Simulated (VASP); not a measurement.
Here is a VASP 6.6.1 calculation.

Contents of INCAR:

```
SYSTEM = Ga2BSb3
  PREC = Accurate
  ENCUT = 520
  EDIFF = 1E-6
  ISMEAR = 0
  SIGMA = 0.1
  LREAL = .FALSE.
  LASPH = .TRUE.
  NELM = 100
  ALGO = Normal
  ISIF = 2
  LWAVE = .FALSE.
  LCHARG = .FALSE.
  GGA = PE
  NBANDS = 31
```

The input KPOINTS:

```
regular mesh
0
G
  3 3 6
  0 0 0
```

POSCAR

```
Ga2BSb3
1.0
    6.9222005103      0.0000000000      0.0000000000
   -3.4611002552      5.9948014921      0.0000000000
    0.0000000000      0.0000000000      4.0792973441
Ga B Sb
2 1 3
Direct
    0.3333333333      0.6666666667      0.5000000000
    0.6666666667      0.3333333333      0.5000000000
    0.0000000000      0.0000000000      0.5000000000
    0.0000000000      0.5000000000      0.0000000000
    0.5000000000      0.0000000000      0.0000000000
    0.5000000000      0.5000000000      0.0000000000
```

Potentials or basis: VASP PAW PBE potentials, release 64 (Ga_d, B, Sb).

The run is started by

```sh
$ cat potpaw_PBE.64/Ga_d/POTCAR potpaw_PBE.64/B/POTCAR potpaw_PBE.64/Sb/POTCAR > POTCAR
$ mpirun -np 1 vasp_std > vasp.out
```

Question: What does it give for the band gap on the k mesh?

Answer: Zero (bands 22 and 23 overlap by 1.33 eV).

Question: Predict the pressure.

Answer: 0.1 GPa.

Stress tensor (GPa, compression positive):
```
0.00 0.00 0.00
0.00 0.00 0.00
0.00 0.00 0.16
```

Caveat: spin-orbit coupling is left out, which moves the levels of the heavy elements.
